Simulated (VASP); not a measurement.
# Ca (Fm-3m) in VASP: further runs

Runs on Ca. Level: LDA. Tasks: single point, relaxation of cell and atoms.

Everything below comes from runs of VASP 6.6.1. Logs are shortened: lines on timing, memory, paths and dates and some standing lists are left out, and cuts for length are marked.

## Step 1: The cell of the first run

Symmetry: Fm-3m, No. 225, cubic system. The conventional cell has a = 5.345 Å, b = 5.345 Å, c = 5.345 Å, α = 90.00°, β = 90.00°, γ = 90.00°. Within 5.0 Å of Ca (site symmetry m-3m) lie 12 Ca at 3.78 Å.

## Step 2: Single point, LDA

Input file INCAR:

```
SYSTEM = Ca
PREC = Accurate
ENCUT = 500
EDIFF = 1E-6
ISMEAR = -1
SIGMA = 0.1
LREAL = .FALSE.
LASPH = .TRUE.
NELM = 120
ALGO = Normal
ISIF = 2
LWAVE = .FALSE.
LCHARG = .FALSE.
NBANDS = 11
GGA_COMPAT = .FALSE.
```

Input file KPOINTS:

```
Automatic mesh
0
G
  7 7 7
  0 0 0
```

Input file POSCAR:

```
Ca
1.0
    0.0000000000      2.6723473820      2.6723473820
    2.6723473820      0.0000000000      2.6723473820
    2.6723473820      2.6723473820      0.0000000000
Ca
1
Direct
    0.0000000000      0.0000000000      0.0000000000
```

Potentials or basis: VASP PAW LDA potentials, release 64 (Ca_sv).

Started as:

```bash
$ cat potpaw_LDA.64/Ca_sv/POTCAR > POTCAR
$ mpirun -np 1 vasp_std > vasp.out
```

OUTCAR:

```text
SYSTEM = Ca
   PREC = Accurate
   ENCUT = 500
   EDIFF = 1E-6
   ISMEAR = -1
   LREAL = .FALSE.
   LASPH = .TRUE.
   NELM = 120
   ISIF = 2

 ion  position               nearest neighbor table
   1  0.000  0.000  0.000-

  LATTYP: Found a face centered cubic cell.
 ALAT       =     5.3446947640

  Lattice vectors:

 A1 = (   0.0000000000,   2.6723473820,   2.6723473820)
 A2 = (   2.6723473820,   0.0000000000,   2.6723473820)
 A3 = (   2.6723473820,   2.6723473820,   0.0000000000)

Analysis of symmetry for initial positions (statically):
=====================================================================
 Subroutine PRICEL returns:
 Original cell was already a primitive cell.

 Routine SETGRP: Setting up the symmetry group for a
 face centered cubic supercell.

 Subroutine GETGRP returns: Found 48 space group operations
 (whereof 48 operations were pure point group operations)
 out of a pool of 48 trial point group operations.

The static configuration has the point symmetry O_h .

Analysis of symmetry for dynamics (positions and initial velocities):
=====================================================================
 Subroutine PRICEL returns:
 Original cell was already a primitive cell.

 Routine SETGRP: Setting up the symmetry group for a
 face centered cubic supercell.

 Subroutine GETGRP returns: Found 48 space group operations
 (whereof 48 operations were pure point group operations)
 out of a pool of 48 trial point group operations.

The dynamic configuration has the point symmetry O_h .

 Subroutine INISYM returns: Found 48 space group operations
 (whereof 48 operations are pure point group operations),
 and found     1 'primitive' translations

----------------------------------------------------------------------------------------

                                     Primitive cell

  volume of cell :      38.1688

  direct lattice vectors                    reciprocal lattice vectors
     0.000000000  2.672347382  2.672347382    -0.187101424  0.187101424  0.187101424
     2.672347382  0.000000000  2.672347382     0.187101424 -0.187101424  0.187101424
     2.672347382  2.672347382  0.000000000     0.187101424  0.187101424 -0.187101424

  length of vectors
     3.779269911  3.779269911  3.779269911     0.324069172  0.324069172  0.324069172

  position of ions in fractional coordinates (direct lattice)
     0.000000000  0.000000000  0.000000000

  ion indices of the primitive-cell ions
   primitive index   ion index
                 1           1

----------------------------------------------------------------------------------------

 KPOINTS: Automatic mesh

Automatic generation of k-mesh.
 Grid dimensions read from file:
 generate k-points for:    7    7    7

 Generating k-lattice:

  Cartesian coordinates                     Fractional coordinates (reciprocal lattice)
    -0.026728775  0.026728775  0.026728775     0.142857143  0.000000000  0.000000000
     0.026728775 -0.026728775  0.026728775     0.000000000  0.142857143  0.000000000
     0.026728775  0.026728775 -0.026728775     0.000000000  0.000000000  0.142857143

  Length of vectors
     0.046295596  0.046295596  0.046295596

  Shift w.r.t. Gamma in fractional coordinates (k-lattice)
     0.000000000  0.000000000  0.000000000

 Subroutine IBZKPT returns following result:
 ===========================================

 Found     20 irreducible k-points:

 Following reciprocal coordinates:
            Coordinates               Weight
  0.000000  0.000000  0.000000      1.000000
  0.142857  0.000000  0.000000      8.000000
  0.285714  0.000000  0.000000      8.000000
  0.428571  0.000000  0.000000      8.000000
  0.142857  0.142857  0.000000      6.000000
  0.285714  0.142857  0.000000     24.000000
[... 12 lines left out ...]
 -0.428571  0.428571  0.142857     24.000000
 -0.285714  0.428571  0.142857     24.000000
   k-points           NKPTS =     20   k-points in BZ     NKDIM =     20   number of bands    NBANDS=     11
   number of dos      NEDOS =    301   number of ions     NIONS =      1
   total plane-waves  NPLWV =  21952
   dimension x,y,z NGX =    28 NGY =   28 NGZ =   28
   dimension x,y,z NGXF=    56 NGYF=   56 NGZF=   56
   ions per type =               1
   NGX,Y,Z   is equivalent  to a cutoff of  12.32, 12.32, 12.32 a.u.
   NGXF,Y,Z  is equivalent  to a cutoff of  24.63, 24.63, 24.63 a.u.
 SYSTEM =  Ca
   PREC   = accura    normal or accurate (medium, high low for compatibility)
   ISTART =      0    job   : 0-new  1-cont  2-samecut
   ICHARG =      2    charge: 1-file 2-atom 10-const
   ISPIN  =      1    spin polarized calculation?
   LNONCOLLINEAR =      F non collinear calculations
   LSORBIT =      F    spin-orbit coupling
   LASPH  =      T    aspherical Exc in radial PAW
   ENCUT  =  500.0 eV  36.75 Ry    6.06 a.u.   6.89  6.89  6.89*2*pi/ulx,y,z
   NELM   =    120;   NELMIN=  2; NELMDL= -5     # of ELM steps
   EDIFF  = 0.1E-05   stopping-criterion for ELM
   LREAL  =      F    real-space projection
   EDIFFG = 0.1E-04   stopping-criterion for IOM
   NSW    =      0    number of steps for IOM
   IBRION =     -1    ionic relax: 0-MD 1-quasi-New 2-CG
   NFREE  =      0    steps in history (QN), initial steepest desc. (CG)
   ISIF   =      2    stress and relaxation
   ISYM   =      2    0-nonsym 1-usesym 2-fastsym
   POTIM  = 0.5000    time-step for ionic-motion
   TEBEG  =    0.0;   TEEND  =   0.0 temperature during run
   PSTRESS=    0.0 pullay stress
   NELECT =      10.0000    total number of electrons
   NUPDOWN=      -1.0000    fix difference up-down
   EMIN   =  10.00;   EMAX   =-10.00  energy-range for DOS
   EFERMI =   0.00;   METHOD = LEGACY
   ISMEAR =    -1;   SIGMA  =   0.10  broadening in eV -4-tet -1-fermi 0-gaus
   EFERMI_NEDOS =   21; number of points for ismear=-14 and -15
   IALGO  =     38    algorithm
   IMIX   =      4    mixing-type and parameters
     AMIX     =   0.40;   BMIX     =  1.00
     AMIX_MAG =   1.60;   BMIX_MAG =  1.00
  volume/ion in A,a.u.               =      38.17       257.58
  Fermi-wavevector in a.u.,A,eV,Ry     =   1.047543  1.979570 14.930308  1.097347
  Thomas-Fermi vector in A             =   2.182428
   LORBIT       =      0    0 simple, 1 ext, 2 COOP (PROOUT), +10 PAW based schemes
   GGA     = CA    functional components
   LHFCALC =     F    Hartree Fock is set to
   AEXX    =    0.0000 exact exchange contribution
   IVDW    =     0    specifies the selected vdW correction
   LEPSILON=     F    determine dielectric tensor
   LRPA    =     F    only Hartree local field effects (RPA)
 non-spin polarized calculation
  energy-cutoff  :      500.00
  volume of cell :       38.17
 maximum number of plane-waves:       984
   NGX = 13   NGY = 13   NGZ = 13

 number of electron      10.0000003 magnetization

 Free energy of the ion-electron system (eV)
  ---------------------------------------------------
  ext. energy  EPLUGINS =         0.00000000
  ---------------------------------------------------
  free energy    TOTEN  =        -2.22976819 eV

  energy without entropy =       -2.18979247  energy(sigma->0) =       -2.20978033

 E-fermi :   2.2071     XC(G=0):  -8.2951

 val. band max:        2.0346108926   @ k =  -0.4286   0.2857   0.0000
 cond. band min:       2.2311011000   @ k =  -0.4286   0.1429   0.0000
 fundamental gap:      0.1964902074
 Fermi energy:         2.2070553636

 k-point     1 :       0.0000    0.0000    0.0000
  band No.  band energies     occupation
      1     -39.1427      2.00000
      2     -20.3337      2.00000
      3     -20.3337      2.00000
      4     -20.3337      2.00000
      5      -2.0031      2.00000
      6       4.5357      0.00000
      7       4.5357      0.00000
      8       4.5357      0.00000
      9       5.7372      0.00000
     10       5.7372      0.00000
     11      11.8380      0.00000

 k-point     2 :       0.1429    0.0000    0.0000
  band No.  band energies     occupation
      1     -39.1383      2.00000
      2     -20.3737      2.00000
      3     -20.3391      2.00000
      4     -20.3391      2.00000
      5      -1.6258      2.00000
      6       4.1644      0.00000
      7       4.6604      0.00000
      8       4.6604      0.00000
      9       5.6438      0.00000
     10       5.6438      0.00000
     11      11.9561      0.00000

 k-point     3 :       0.2857    0.0000    0.0000
  band No.  band energies     occupation
      1     -39.1284      2.00000
      2     -20.4621      2.00000
      3     -20.3510      2.00000
      4     -20.3510      2.00000
      5      -0.5902      2.00000
      6       3.3741      0.00002
      7       4.6476      0.00000
      8       4.6476      0.00000
      9       5.8674      0.00000
     10       5.8674      0.00000
     11       9.6967      0.00000

 k-point     4 :       0.4286    0.0000    0.0000
  band No.  band energies     occupation
      1     -39.1205      2.00000
      2     -20.5316      2.00000
      3     -20.3605      2.00000
      4     -20.3605      2.00000
      5       0.7431      2.00000
      6       2.4686      0.13631
      7       4.4477      0.00000
      8       4.4477      0.00000
      9       6.4128      0.00000
     10       6.4128      0.00000
     11       8.1047      0.00000

 k-point     5 :       0.1429    0.1429    0.0000
  band No.  band energies     occupation
      1     -39.1368      2.00000
      2     -20.3726      2.00000
      3     -20.3479      2.00000
      4     -20.3479      2.00000
      5      -1.5018      2.00000
      6       4.0631      0.00000
      7       4.7521      0.00000
      8       4.7521      0.00000
      9       5.2391      0.00000
     10       5.8711      0.00000
     11      12.4866      0.00000
[... 155 lines left out ...]
 k-point    17 :       0.4286    0.2857    0.1429
  band No.  band energies     occupation
      1     -39.1214      2.00000
      2     -20.4742      2.00000
      3     -20.3992      2.00000
      4     -20.3685      2.00000
      5       0.2531      2.00000
      6       3.1696      0.00013
      7       3.8803      0.00000
      8       5.2130      0.00000
      9       5.5302      0.00000
     10       6.5697      0.00000
     11       9.7002      0.00000

 k-point    18 :      -0.4286    0.2857    0.1429
  band No.  band energies     occupation
      1     -39.1155      2.00000
      2     -20.5012      2.00000
      3     -20.4247      2.00000
      4     -20.3817      2.00000
      5       1.5060      1.99820
      6       2.6071      0.03596
      7       3.5060      0.00000
      8       5.0364      0.00000
      9       6.1915      0.00000
     10       6.9738      0.00000
     11       7.9762      0.00000

 k-point    19 :      -0.4286    0.4286    0.1429
  band No.  band energies     occupation
      1     -39.1129      2.00000
      2     -20.5036      2.00000
      3     -20.4276      2.00000
      4     -20.4039      2.00000
      5       1.7046      1.98694
      6       2.7660      0.00745
      7       3.2296      0.00007
      8       5.5612      0.00000
      9       6.4555      0.00000
     10       7.0228      0.00000
     11       8.3240      0.00000

 k-point    20 :      -0.2857    0.4286    0.1429
  band No.  band energies     occupation
      1     -39.1123      2.00000
      2     -20.4776      2.00000
      3     -20.4649      2.00000
      4     -20.4006      2.00000
      5       2.2479      0.79857
      6       2.7078      0.01329
      7       2.9967      0.00074
      8       5.1014      0.00000
      9       6.5000      0.00000
     10       7.2513      0.00000
     11       7.9393      0.00000

------------------------ aborting loop because EDIFF is reached ----------------------------------------

  FORCE on cell =-STRESS in cart. coord.  units (eV):
  Direction    XX          YY          ZZ          XY          YZ          ZX
  --------------------------------------------------------------------------------------
  -------------------------------------------------------------------------------------
  Total       -0.0057059     -0.0057059     -0.0057059      0.0000000      0.0000000     -0.0000000
  in kB       -0.2395124     -0.2395124     -0.2395124      0.0000000      0.0000000     -0.0000000
  external PRESSURE =      -0.2395124 kB  Pullay stress =       0.0000000 kB

 VOLUME and BASIS-vectors are now :
 -----------------------------------------------------------------------------
  energy-cutoff  :      500.00
  volume of cell :       38.17
      direct lattice vectors                 reciprocal lattice vectors
     0.000000000  2.672347382  2.672347382    -0.187101424  0.187101424  0.187101424
     2.672347382  0.000000000  2.672347382     0.187101424 -0.187101424  0.187101424
     2.672347382  2.672347382  0.000000000     0.187101424  0.187101424 -0.187101424

 POSITION                                       TOTAL-FORCE (eV/Angst)
 -----------------------------------------------------------------------------------
      0.00000      0.00000      0.00000         0.000000      0.000000      0.000000
 -----------------------------------------------------------------------------------
    total drift:                               -0.000000     -0.000000     -0.000000

  FREE ENERGIE OF THE ION-ELECTRON SYSTEM (eV)
  ---------------------------------------------------
  free  energy   TOTEN  =        -2.2297681857 eV

  energy  without entropy=       -2.1897924736  energy(sigma->0) =       -2.20978033
```

It took 6.6 s on 1 thread of Intel Xeon 8259CL, shared host; peak memory 0.14 GiB.

What came out:

| Property | Result |
| --- | --- |
| Free energy | -2.2298 eV |
| Pressure | 0.0 GPa |
| Band gap on the k mesh | zero (bands 5 and 6 overlap by 0.02 eV) |

Levels at points of the mesh, in eV from the Fermi level:
| k point | band 2 | band 3 | band 4 | band 5 | band 6 | band 7 | band 8 | band 9 |
| --- | --- | --- | --- | --- | --- | --- | --- | --- |
| (0.00, 0.00, 0.00) | -22.54 | -22.54 | -22.54 | -4.21 | 2.33 | 2.33 | 2.33 | 3.53 |

[end of part 1 of 2]

The gap in the log of VASP goes by the Fermi energy; the results here count the filled bands.